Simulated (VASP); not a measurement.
Wanted: the native input for a VASP 6.6.1 run.

| Property | Result |
| --- | --- |
| Task | single point |
| Functional | r2SCAN |
| Potentials or basis | VASP PAW PBE potentials, release 64 (Li_sv) |
| Cutoff | 520 eV |
| k mesh | 18 × 18 × 10 |
| Occupations | gaussian, width 0.15 eV |
| Spin | no spin polarisation |
| Dipole correction | no |
| Further INCAR settings | ALGO = Normal; EDIFF = 1e-06; NBANDS = 10 |

Li:

```
Li
1.0
     2.85049    0.00000    0.00000
    -1.42524    2.46859    0.00000
     0.00000    0.00000    6.06647
Li
2
Direct
  0.33333 0.66667 0.25000
  0.66667 0.33333 0.75000
```

This cell differs from its parent crystal: ratio of the length along z to the lengths across it x 1.3, volume and fractional coordinates fixed.

The input as run:

POSCAR

```
Li
1.0
    2.8504878489      0.0000000000      0.0000000000
   -1.4252439245      2.4685948904      0.0000000000
    0.0000000000      0.0000000000      6.0664679995
Li
2
Direct
    0.3333333333      0.6666666667      0.2500000000
    0.6666666667      0.3333333333      0.7500000000
```

INCAR.step1

```
SYSTEM = Li
ALGO = Normal
EDIFF = 1E-4
ENCUT = 520
GGA = PE
ISMEAR = 0
LASPH = .TRUE.
LCHARG = .FALSE.
LREAL = .FALSE.
LWAVE = .TRUE.
NBANDS = 10
NELM = 80
PREC = Accurate
SIGMA = 0.15
```

INCAR.step2

```
SYSTEM = Li
ALGO = Normal
EDIFF = 1E-6
ENCUT = 520
ISIF = 2
ISMEAR = 0
ISTART = 1
LASPH = .TRUE.
LCHARG = .TRUE.
LELF = .TRUE.
LMIXTAU = .TRUE.
LREAL = .FALSE.
LVHAR = .TRUE.
LWAVE = .FALSE.
METAGGA = R2SCAN
NBANDS = 10
NELM = 80
PREC = Accurate
SIGMA = 0.15
```

KPOINTS

```
k-points
0
G
  18 18 10
  0 0 0
```

Potentials or basis: VASP PAW PBE potentials, release 64 (Li_sv).

Launch:

```console
$ cat potpaw_PBE.64/Li_sv/POTCAR > POTCAR
$ cp INCAR.step1 INCAR
$ mpirun -np 1 vasp_std > vasp.out
$ cp INCAR.step2 INCAR
$ mpirun -np 1 vasp_std > vasp.out
```

Results of the run:

| Quantity | Value |
| --- | --- |
| Band gap on the k mesh | zero (band 3 reaches 3.59 eV, above the bottom of band 4 at -2.45 eV) |

Wall time 2.9 min on 1 thread of Intel(R) Xeon(R) 6975P-C (Granite Rapids), with other jobs on the host, peak memory 0.2 GiB.
